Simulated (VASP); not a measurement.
TiH: single point with r2SCAN

TiH:

```
Ti H
1.0
     2.87758    0.00000    0.00000
    -1.43879    2.49206    0.00000
     0.00000    0.00000    5.26329
Ti H
2 2
Direct
  0.00000 0.00000 0.00000
  0.00000 0.00000 0.50000
  0.66667 0.33333 0.75000
  0.33333 0.66667 0.25000
```

```yaml
Program: VASP 6.6.1
Task: single point
Functional: r2SCAN
Potentials_or_basis: VASP PAW PBE potentials, release 64 (Ti_sv, H)
Cutoff: 520 eV
k_mesh: 9 × 9 × 4
Occupations: methfessel-paxton, width 0.1 eV
Spin: no spin polarisation
```

```
Pressure               : -2.2 GPa
Band gap on the k mesh : zero (band 13 reaches 9.59 eV, above the bottom of band 14 at 8.44 eV)
```

Stress tensor (GPa, compression positive):
```
-2.23  0.00  0.00
 0.00 -2.23  0.00
 0.00  0.00 -2.07
```

Levels at points of the mesh, in eV from the Fermi level:
```
           k point  band 11  band 12  band 13  band 14  band 15  band 16
(0.00, 0.00, 0.00)    -3.10    -2.03     0.39     0.39     1.12     1.12
(0.00, 0.00, 0.50)    -1.57    -1.57     0.74     0.74     0.74     0.74
```

Run time: 3.7 min on 1 thread of AMD EPYC 7R13, on a shared host, peak memory 0.15 GiB.

Caveat: the PAW data sets were made with another functional, which shifts forces and pressure a little.
